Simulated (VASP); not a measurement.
Input of a VASP 6.6.1 run:

File INCAR:

```
SYSTEM = Ag
ALGO = Normal
EDIFF = 1E-8
ENCUT = 520
GGA = CA
ISIF = 2
ISMEAR = -1
LASPH = .TRUE.
LCHARG = .FALSE.
LEFG = .TRUE.
LREAL = .FALSE.
LWAVE = .FALSE.
NBANDS = 12
NELM = 60
PREC = Accurate
SIGMA = 0.05
```

Contents of KPOINTS:

```
k-points
0
G
  15 15 15
  0 0 0
```

The input POSCAR:

```
Ag
1.0
   -0.0612930000      2.0124535000      2.0124535000
    2.0124535000     -0.0612930000      2.0124535000
    2.0124535000      2.0124535000     -0.0612930000
Ag
1
Direct
    0.0000000000      0.0000000000      0.0000000000
```

Potentials or basis: VASP PAW LDA potentials, release 64 (Ag).

Command:

```console
$ cat potpaw_LDA.64/Ag/POTCAR > POTCAR
$ mpirun -np 1 vasp_std > vasp.out
```

Task: Predict the pressure.

Result: -6.9 GPa.

Stress tensor (GPa, compression positive):
```
-6.91  0.87  0.87
 0.87 -6.91  0.87
 0.87  0.87 -6.91
```

Caveat: the cell differs from its parent crystal (equal xy, yz and zx shear strains of -3 %); without QUAD_EFG the Cq values of the log hold for a quadrupole moment of 1 mb, not for the nuclei.
